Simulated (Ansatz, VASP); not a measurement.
# K: VASP beside Ansatz

The input INCAR:

```
SYSTEM = K
PREC = Accurate
ENCUT = 500
EDIFF = 1E-6
ISMEAR = -1
SIGMA = 0.05
LREAL = .FALSE.
LASPH = .TRUE.
NELM = 120
ALGO = Normal
ISIF = 2
LWAVE = .FALSE.
LCHARG = .FALSE.
NBANDS = 10
GGA_COMPAT = .FALSE.
```

Contents of KPOINTS:

```
Automatic mesh
0
G
  9 9 9
  0 0 0
```

Contents of POSCAR:

```
K
1.0
    3.8163388806      0.0000000000      0.0000000000
    0.0000000000      3.8163388806      0.0000000000
    0.0000000000      0.0000000000      3.8163388806
K
1
Direct
    0.0000000000      0.0000000000      0.0000000000
```

Input for Ansatz:

```yaml
crystal:
  lattice:
    - [3.8163388806, 0.0, 0.0]
    - [0.0, 3.8163388806, 0.0]
    - [0.0, 0.0, 3.8163388806]
  atoms:
    - { symbol: K, position: [0.0, 0.0, 0.0] }
kpoints:
  mp_grid: { grid: [9, 9, 9] }
  band_path:
    path:
      - [0.0, 0.0, 0.0]
      - [0.0, 0.5, 0.0]
      - [0.5, 0.5, 0.0]
      - [0.0, 0.0, 0.0]
      - [0.5, 0.5, 0.5]
      - [0.0, 0.5, 0.0]
      - [0.5, 0.5, 0.5]
      - [0.5, 0.5, 0.0]
    npoints: 8
scf:
  occupations: { method: fermi_dirac, width: 0.05 }
hamiltonian:
  xc: lda
  pseudopotentials: { kind: paw }
output:
  forces: true
  stress: true
  eigenvalues: true
  populations: true
  dos: { projected: true, de: 0.2, e_range: [-14, 8] }
  write_density: true
  write_potential: true
  elf: true
  volumetric_format: npy
```

Change from the starting cell: volume scaled by 0.8, PAW files.

Alike in both runs: task single point; functional LDA; k mesh 9 × 9 × 9; occupations fermi-dirac, width 0.05 eV; no spin polarisation.

```csv
,VASP,Ansatz
version,VASP 6.6.1,Ansatz 0.2.0
potentials or method,"VASP PAW LDA potentials, release 64 (K_sv)","PAW with Ansatz's default frozen-core files, scalar-relativistic"
plane-wave cutoff (eV),500,420
valence electrons in the cell,9,9
```

|  | VASP | Ansatz | Ansatz less VASP |
| --- | --- | --- | --- |
| pressure (GPa) | 1.1 | 1.1 | +0.01 |

LDA's correlation is that of Perdew and Zunger in VASP and of Perdew and Wang (1992) in Ansatz.
